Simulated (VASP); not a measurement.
# Al3B2Sb (Cm) in VASP: notebook

Al3B2Sb is run at these levels: PBE; tasks: relaxation of shape and atoms at fixed volume.

All numbers are computed with VASP 6.6.1; they aren't measurements. Logs are shortened: lines on timing, memory, paths and dates and some standing lists are left out, and cuts for length are marked.

### 1 The cell of the first run

Symmetry: Cm, No. 8, monoclinic system. Conventional cell: a = 5.161 Å, b = 2.980 Å, c = 10.648 Å, α = 90.00°, β = 99.22°, γ = 90.00°. Al (site symmetry m) has 6 B at 2.28 to 2.38 Å and 3 Sb at 2.93 Å and 6 Al at 2.98 Å within 3.0 Å. Within 3.1 Å of Al (site symmetry m) lie 6 B at 2.34 to 2.44 Å and 9 Al at 2.72 to 2.98 Å. Within 3.6 Å of Al (site symmetry m) lie 9 Al at 2.72 to 2.98 Å and 1 Sb at 2.80 Å. B (site symmetry m) has 3 B at 1.73 Å and 6 Al at 2.34 to 2.38 Å within 2.4 Å. Within 2.3 Å of B (site symmetry m) lie 3 B at 1.73 Å and 3 Al at 2.28 Å. Sb (site symmetry m) has 4 Al at 2.80 to 2.93 Å and 6 Sb at 2.98 Å within 3.7 Å.

### 2 Relaxation of shape and atoms at fixed volume, PBE (13.47 Å³/atom)

Contents of INCAR:

```
ALGO = Normal ; EDIFF = 1E-7
EDIFFG = -0.01 ; ENCUT = 500
GGA = PE ; GGA_COMPAT = F
IBRION = 2 ; ISIF = 4
ISMEAR = 0 ; LASPH = T
LCHARG = F ; LREAL = F
LWAVE = F ; NELM = 120
NELMIN = 4 ; NSW = 50
PREC = Accurate ; SIGMA = 0.1
```

Contents of KPOINTS:

```
k-points
0
Gamma
  12 12 4
```

Contents of POSCAR:

```
Al3B2Sb
1.0
    2.5802187865     -1.4898541704      0.0273713093
    2.5802187865      1.4898541704      0.0273713093
   -1.8181698253      0.0000000000     10.4911707224
Al B Sb
3 2 1
Direct
    0.9518946452      0.9518946452      0.8599040158
    0.0541196654      0.0541196654      0.1680002883
    0.4540843618      0.4540843618      0.3682772815
    0.6705655907      0.6705655907      0.0167808380
    0.3325265335      0.3325265335      0.0027602205
    0.5432641484      0.5432641484      0.6342773558
```

Potentials or basis: VASP PAW PBE potentials, release 64 (Al, B, Sb).

The run is started by

```sh
> cat potpaw_PBE.64/Al/POTCAR potpaw_PBE.64/B/POTCAR potpaw_PBE.64/Sb/POTCAR > POTCAR
> mpirun -np 1 vasp_std > vasp.out
```

OUTCAR:

```text
EDIFF = 1E-7
   EDIFFG = -0.01
   ENCUT = 500
   GGA = PE
   IBRION = 2
   ISIF = 4
   ISMEAR = 0
   LASPH = T
   LREAL = F
   NELM = 120
   NELMIN = 4
   NSW = 50
   PREC = Accurate

 ion  position               nearest neighbor table
   1  0.952  0.952  0.860-   5 2.28   5 2.28   5 2.28   4 2.38   4 2.38   4 2.38   6 2.93   6 2.93
                             6 2.93   2 3.24
   2  0.054  0.054  0.168-   4 2.34   4 2.34   4 2.34   5 2.44   5 2.44   5 2.44   3 2.72   3 2.72
                             3 2.72   1 3.24
   3  0.454  0.454  0.368-   2 2.72   2 2.72   2 2.72   6 2.80
   4  0.671  0.671  0.017-   5 1.73   5 1.73   5 1.73   2 2.34   2 2.34   2 2.34   1 2.38   1 2.38
                             1 2.38
   5  0.333  0.333  0.003-   4 1.73   4 1.73   4 1.73   1 2.28   1 2.28   1 2.28   2 2.44   2 2.44
                             2 2.44
   6  0.543  0.543  0.634-   3 2.80   1 2.93   1 2.93   1 2.93

  LATTYP: Found a base centered monoclinic cell.
 ALAT       =     5.1607279234
 B/A-ratio  =     0.5773814053
 C/A-ratio  =     2.0631883885
 COS(beta)  =    -0.1602980412

  Lattice vectors:

 A1 = (   2.5802187865,  -1.4898541704,   0.0273713093)
 A2 = (   2.5802187865,   1.4898541704,   0.0273713093)
 A3 = (  -1.8181698253,   0.0000000000,  10.4911707224)

Analysis of symmetry for initial positions (statically):
=====================================================================
 Subroutine PRICEL returns:
 Original cell was already a primitive cell.

 Routine SETGRP: Setting up the symmetry group for a
 base centered monoclinic supercell.

 Subroutine GETGRP returns: Found  2 space group operations
 (whereof  2 operations were pure point group operations)
 out of a pool of  4 trial point group operations.

The static configuration has the point symmetry C_1h.

Analysis of symmetry for dynamics (positions and initial velocities):
=====================================================================
 Subroutine PRICEL returns:
 Original cell was already a primitive cell.

 Routine SETGRP: Setting up the symmetry group for a
 base centered monoclinic supercell.

 Subroutine GETGRP returns: Found  2 space group operations
 (whereof  2 operations were pure point group operations)
 out of a pool of  4 trial point group operations.

The dynamic configuration has the point symmetry C_1h.

 Subroutine INISYM returns: Found  2 space group operations
 (whereof  2 operations are pure point group operations),
 and found     1 'primitive' translations

----------------------------------------------------------------------------------------

                                     Primitive cell

  volume of cell :      80.8075

  direct lattice vectors                    reciprocal lattice vectors
     2.580218787 -1.489854170  0.027371309     0.193426414 -0.335603316  0.033521718
     2.580218787  1.489854170  0.027371309     0.193426414  0.335603316  0.033521718
    -1.818169825  0.000000000 10.491170722    -0.001009293  0.000000000  0.095143331

  length of vectors
     2.979587828  2.979587828 10.647553928     0.388802095  0.388802095  0.095148685

  position of ions in fractional coordinates (direct lattice)
     0.951894645  0.951894645  0.859904016
     0.054119665  0.054119665  0.168000288
     0.454084362  0.454084362  0.368277281
     0.670565591  0.670565591  0.016780838
     0.332526534  0.332526534  0.002760221
     0.543264148  0.543264148  0.634277356

  ion indices of the primitive-cell ions
   primitive index   ion index
                 1           1
                 2           2
                 3           3
                 4           4
                 5           5
                 6           6

----------------------------------------------------------------------------------------

 KPOINTS: k-points

Automatic generation of k-mesh.
 Grid dimensions read from file:
 generate k-points for:   12   12    4

 Generating k-lattice:

  Cartesian coordinates                     Fractional coordinates (reciprocal lattice)
     0.016118868 -0.027966943  0.002793477     0.083333333 -0.000000000  0.000000000
     0.016118868  0.027966943  0.002793477    -0.000000000  0.083333333  0.000000000
    -0.000252323  0.000000000  0.023785833    -0.000000000 -0.000000000  0.250000000

  Length of vectors
     0.032400175  0.032400175  0.023787171

  Shift w.r.t. Gamma in fractional coordinates (k-lattice)
     0.000000000  0.000000000  0.000000000

 Subroutine IBZKPT returns following result:
 ===========================================

 Found    164 irreducible k-points:

 Following reciprocal coordinates:
            Coordinates               Weight
  0.000000  0.000000  0.000000      1.000000
  0.083333 -0.000000  0.000000      4.000000
  0.166667 -0.000000  0.000000      4.000000
  0.250000 -0.000000 -0.000000      4.000000
  0.333333 -0.000000 -0.000000      4.000000
  0.416667 -0.000000  0.000000      4.000000
[... 16 lines left out ...]
  0.500000  0.166667 -0.000000      4.000000
 -0.416667  0.166667  0.000000      4.000000
 [... further k-points ...]
   k-points           NKPTS =    164   k-points in BZ     NKDIM =    164   number of bands    NBANDS=     14
   number of dos      NEDOS =    301   number of ions     NIONS =      6
   total plane-waves  NPLWV =  46080
   dimension x,y,z NGX =    24 NGY =   24 NGZ =   80
   dimension x,y,z NGXF=    48 NGYF=   48 NGZF=  160
   ions per type =               3   2   1
   NGX,Y,Z   is equivalent  to a cutoff of  13.39, 13.39, 12.49 a.u.
   NGXF,Y,Z  is equivalent  to a cutoff of  26.78, 26.78, 24.98 a.u.
 SYSTEM =  unknown system
   PREC   = accura    normal or accurate (medium, high low for compatibility)
   ISTART =      0    job   : 0-new  1-cont  2-samecut
   ICHARG =      2    charge: 1-file 2-atom 10-const
   ISPIN  =      1    spin polarized calculation?
   LNONCOLLINEAR =      F non collinear calculations
   LSORBIT =      F    spin-orbit coupling
   LASPH  =      T    aspherical Exc in radial PAW
   ENCUT  =  500.0 eV  36.75 Ry    6.06 a.u.   5.43  5.43 19.41*2*pi/ulx,y,z
   NELM   =    120;   NELMIN=  4; NELMDL= -5     # of ELM steps
   EDIFF  = 0.1E-06   stopping-criterion for ELM
   LREAL  =      F    real-space projection
   EDIFFG = -.1E-01   stopping-criterion for IOM
   NSW    =     50    number of steps for IOM
   IBRION =      2    ionic relax: 0-MD 1-quasi-New 2-CG
   NFREE  =      1    steps in history (QN), initial steepest desc. (CG)
   ISIF   =      4    stress and relaxation
   ISYM   =      2    0-nonsym 1-usesym 2-fastsym
   POTIM  = 0.5000    time-step for ionic-motion
   TEBEG  =    0.0;   TEEND  =   0.0 temperature during run
   PSTRESS=    0.0 pullay stress
   NELECT =      20.0000    total number of electrons
   NUPDOWN=      -1.0000    fix difference up-down
   EMIN   =  10.00;   EMAX   =-10.00  energy-range for DOS
   EFERMI =   0.00;   METHOD = LEGACY
   ISMEAR =     0;   SIGMA  =   0.10  broadening in eV -4-tet -1-fermi 0-gaus
   EFERMI_NEDOS =   21; number of points for ismear=-14 and -15
   IALGO  =     38    algorithm
   IMIX   =      4    mixing-type and parameters
     AMIX     =   0.40;   BMIX     =  1.00
     AMIX_MAG =   1.60;   BMIX_MAG =  1.00
  volume/ion in A,a.u.               =      13.47        90.89
  Fermi-wavevector in a.u.,A,eV,Ry     =   1.027861  1.942375 14.374518  1.056497
  Thomas-Fermi vector in A             =   2.161827
   LORBIT       =      0    0 simple, 1 ext, 2 COOP (PROOUT), +10 PAW based schemes
   GGA     = PE    functional components
   LHFCALC =     F    Hartree Fock is set to
   AEXX    =    0.0000 exact exchange contribution
   IVDW    =     0    specifies the selected vdW correction
   LEPSILON=     F    determine dielectric tensor
   LRPA    =     F    only Hartree local field effects (RPA)
 conjugate gradient relaxation of ions
 non-spin polarized calculation
 Gauss-broadening in eV      SIGMA  =   0.10
  energy-cutoff  :      500.00
  volume of cell :       80.81
 maximum number of plane-waves:      2098
 NGX is ok and might be reduce to    24
   NGX = 11   NGY = 11   NGZ = 39

--------------------------------------- Ionic step        1  -------------------------------------------

 number of electron      20.0000000 magnetization

 Free energy of the ion-electron system (eV)
  ---------------------------------------------------
  ext. energy  EPLUGINS =         0.00000000
  ---------------------------------------------------
  free energy    TOTEN  =       -27.82395592 eV

  energy without entropy =      -27.81585569  energy(sigma->0) =      -27.81990581

------------------------ aborting loop because EDIFF is reached ----------------------------------------

  FORCE on cell =-STRESS in cart. coord.  units (eV):
  Direction    XX          YY          ZZ          XY          YZ          ZX
  --------------------------------------------------------------------------------------
  -------------------------------------------------------------------------------------
  Total        5.7493999      5.7667706      5.1548304      0.0000000      0.0000000      0.0188782
  in kB      113.9937824    114.3381928    102.2052084      0.0000000      0.0000000      0.3742996
  external PRESSURE =     110.1790612 kB  Pullay stress =       0.0000000 kB
[... 265 lines left out ...]
  energy  without entropy=      -27.8170039448  energy(sigma->0) =      -27.82129465

--------------------------------------- Ionic step        8  -------------------------------------------

 number of electron      20.0000000 magnetization

 Free energy of the ion-electron system (eV)
  ---------------------------------------------------
  ext. energy  EPLUGINS =         0.00000000
  ---------------------------------------------------
  free energy    TOTEN  =       -27.82559757 eV

  energy without entropy =      -27.81704194  energy(sigma->0) =      -27.82131975

 E-fermi :   9.5884     XC(G=0): -10.9111

 val. band max:        9.5860656425   @ k =  -0.2500   0.2500   0.2500
 cond. band min:       9.5990383769   @ k =  -0.2500  -0.3333   0.2500
 fundamental gap:      0.0129727343
 Fermi energy:         9.5884096334

 k-point     1 :       0.0000    0.0000    0.0000
  band No.  band energies     occupation
      1      -5.5200      2.00000
      2      -4.3478      2.00000
      3      -1.2417      2.00000
      4       1.3767      2.00000
      5       2.2606      2.00000
      6       7.5653      2.00000
      7       8.4061      2.00000
      8       8.4151      2.00000
      9       8.9245      2.00000
     10      13.5612      0.00000
     11      13.5632      0.00000
     12      15.9440      0.00000
     13      16.6653      0.00000
     14      16.6741      0.00000
[... 375 lines left out ...]
 k-point    24 :      -0.4167    0.1667    0.0000
  band No.  band energies     occupation
      1      -0.6911      2.00000
      2      -0.5280      2.00000
      3       1.1508      2.00000
      4       3.0263      2.00000
      5       3.4349      2.00000
      6       4.0896      2.00000
      7       5.0731      2.00000
      8       6.3055      2.00000
      9       6.9989      2.00000
     10       7.6175      2.00000
     11       8.4133      2.00000
     12       9.7150      0.07346
     13      10.5765      0.00000
     14      11.5107      0.00000

 [... further k-points ...]

------------------------ aborting loop because EDIFF is reached ----------------------------------------

  FORCE on cell =-STRESS in cart. coord.  units (eV):
  Direction    XX          YY          ZZ          XY          YZ          ZX
  --------------------------------------------------------------------------------------
  -------------------------------------------------------------------------------------
  Total        5.4507289      5.4596907      5.4537935      0.0000000      0.0000000      0.0055564
  in kB      108.0720095    108.2496963    108.1327715      0.0000000      0.0000000      0.1101665
  external PRESSURE =     108.1514924 kB  Pullay stress =       0.0000000 kB
[... 21 lines left out ...]
  FREE ENERGIE OF THE ION-ELECTRON SYSTEM (eV)
  ---------------------------------------------------
  free  energy   TOTEN  =       -27.8255975659 eV

  energy  without entropy=      -27.8170419359  energy(sigma->0) =      -27.82131975

 reached required accuracy - stopping structural energy minimisation
```

Wall time 13 min (1 thread of Oxide Virtual Turin-like, shared host); peak memory 0.32 GiB.

What came out:

| Quantity | Value |
| --- | --- |
| Free energy | -27.8256 eV |
| Energy gained by relaxing | 0.3 meV/atom |
| Ionic steps | 8 |
| Pressure after relaxing | 10.8 GPa |
| Largest force after relaxing | 0.008 eV/Å |
| Band gap on the k mesh | zero (bands 10 and 11 overlap by 5.69 eV) |

Forces in eV/Å, atoms in the order of the input:
```
Al   0.004  0.000 -0.005
Al  -0.002  0.000  0.002
Al  -0.003  0.000 -0.006
B   -0.006  0.000  0.002
B    0.006  0.000  0.005
Sb   0.000  0.000  0.003
```

Step by step:
```csv
step,energy change (eV),largest force (eV/Å),pressure (GPa),volume (Å³)
1,0.0000,0.0559,11.02,80.81
2,-0.0012,0.0553,10.87,80.81
3,-0.0012,0.0557,10.86,80.81
4,-0.0015,0.0306,10.84,80.81
5,-0.0016,0.0198,10.82,80.81
6,-0.0016,0.0153,10.82,80.81
7,-0.0016,0.0140,10.82,80.81
8,-0.0016,0.0080,10.82,80.81
```

Final structure:
```
Al B Sb
1.0
     2.58381   -1.49253    0.02893
     2.58381    1.49253    0.02893
    -1.81401    0.00000   10.45674
Al B Sb
3 2 1
Direct
  0.95198 0.95198 0.85958
  0.05424 0.05424 0.16873
  0.45414 0.45414 0.36863
  0.67070 0.67070 0.01724
  0.33246 0.33246 0.00251
  0.54292 0.54292 0.63332
```

Caveat: spin-orbit coupling is left out, which moves the levels of the heavy elements.

(Part 1 of 2 ends here.)

The gap in the log of VASP goes by the Fermi energy; the results here count the filled bands.